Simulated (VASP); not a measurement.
Set up this calculation in VASP 6.6.1, as the native input.

| Property | Result |
| --- | --- |
| Task | single point |
| Functional | PBEsol |
| Potentials or basis | VASP PAW PBE potentials, release 64 (Ni) |
| Cutoff | 520 eV |
| k mesh | 24 × 24 × 24 |
| Occupations | gaussian, width 0.1 eV |
| Spin | collinear spin, ferromagnetic start |
| Starting moments | [0.78] μB |
| Dipole correction | no |
| Further INCAR settings | ALGO = Normal; EDIFF = 1e-06; NBANDS = 15 |

The structure of Ni lies in POSCAR:

```
Ni
1.0
    2.2888590692      0.0000000000      0.0000000000
    0.0000000000      2.2888590692      0.0000000000
    0.0000000000      0.0000000000      2.2888590692
Ni
1
Direct
    0.0000000000      0.0000000000      0.0000000000
```

This isn't the form of Ni at room conditions, which is fcc.

One way to write it, as run:

INCAR

```
ALGO     = Normal         # electronic algorithm
EDIFF    = 1E-6           # SCF threshold, eV
ENCUT    = 520            # plane-wave cutoff, eV
GGA      = PS             # functional
ISIF     = 2              # what is computed and relaxed
ISMEAR   = 0              # smearing method
ISPIN    = 2              # spin polarisation
LASPH    = True           # aspherical terms in the spheres
LCHARG   = False          # write CHGCAR
LMAXMIX  = 4              # l up to which the mixer works
LORBIT   = 11             # projections on sites
LREAL    = False          # projectors in reciprocal space
LWAVE    = False          # write WAVECAR
MAGMOM   = 0.78           # initial moments
NBANDS   = 15             # bands
NELM     = 150            # most SCF steps
PREC     = Accurate       # precision mode
SIGMA    = 0.1            # smearing width, eV
```

KPOINTS

```
k-points
0
Gamma
  24 24 24
```

Potentials or basis: VASP PAW PBE potentials, release 64 (Ni).

The run is started by

```bash
$ cat potpaw_PBE.64/Ni/POTCAR > POTCAR
$ mpirun -np 1 vasp_std > vasp.out
```

It gave:

```yaml
Pressure: -0.2 GPa
Net_moment: 0.50 μB per cell
Site_moments: Ni +0.51 μB
Valence_electrons_inside_the_program's_atomic_spheres: Ni 9.33
```

Caveat: the PAW data sets were made with another functional, which shifts forces and pressure a little.

Wall time 3.6 min on 1 thread of Intel Xeon 8259CL (shared host), peak memory 0.23 GiB.
